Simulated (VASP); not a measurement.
Write the native input for VASP 6.6.1 that does the following.

```yaml
Task: single point
Functional: PBEsol
Dispersion: D3(BJ)
Potentials_or_basis: VASP PAW PBE potentials, release 64 (W_sv)
Cutoff: 520 eV
k_mesh: 11 × 11 × 11
Occupations: fermi-dirac, width 0.05 eV
Spin: no spin polarisation
Dipole_correction: no
Further_INCAR_settings: ALGO = Normal; EDIFF = 1e-06; NBANDS = 13
```

The structure of W lies in POSCAR:

```
W
1.0
    0.0000000000      1.9841503807      1.9841503807
    1.9841503807      0.0000000000      1.9841503807
    1.9841503807      1.9841503807      0.0000000000
W
1
Direct
    0.0000000000      0.0000000000      0.0000000000
```

These files were run (other wordings do the same):

INCAR

```
SYSTEM = W
PREC = Accurate
ENCUT = 520
EDIFF = 1E-6
ISMEAR = -1
SIGMA = 0.05
LREAL = .FALSE.
LASPH = .TRUE.
NELM = 100
ALGO = Normal
ISIF = 2
LWAVE = .FALSE.
LCHARG = .FALSE.
GGA = PS
IVDW = 12
NBANDS = 13
```

KPOINTS

```
regular mesh
0
G
  11 11 11
  0 0 0
```

Potentials or basis: VASP PAW PBE potentials, release 64 (W_sv).

Command:

```console
$ cat potpaw_PBE.64/W_sv/POTCAR > POTCAR
$ mpirun -np 1 vasp_std > vasp.out
```

It gave:

The pressure is 0.7 GPa. The band gap on the k mesh is zero (band 7 reaches 13.96 eV, above the bottom of band 8 at 10.37 eV). The dispersion energy per atom is -0.755 eV.

Caveat: the PAW data sets were made with another functional, which shifts forces and pressure a little; spin-orbit coupling is left out, which moves the levels of the heavy elements; pairwise dispersion overbinds metals, which lowers pressure and volume.

It took 9.2 s on 1 thread of Intel(R) Xeon(R) Platinum 8259CL CPU @ 2.50GHz (Skylake/Cascade Lake), with other jobs on the host, peak memory 0.15 GiB.
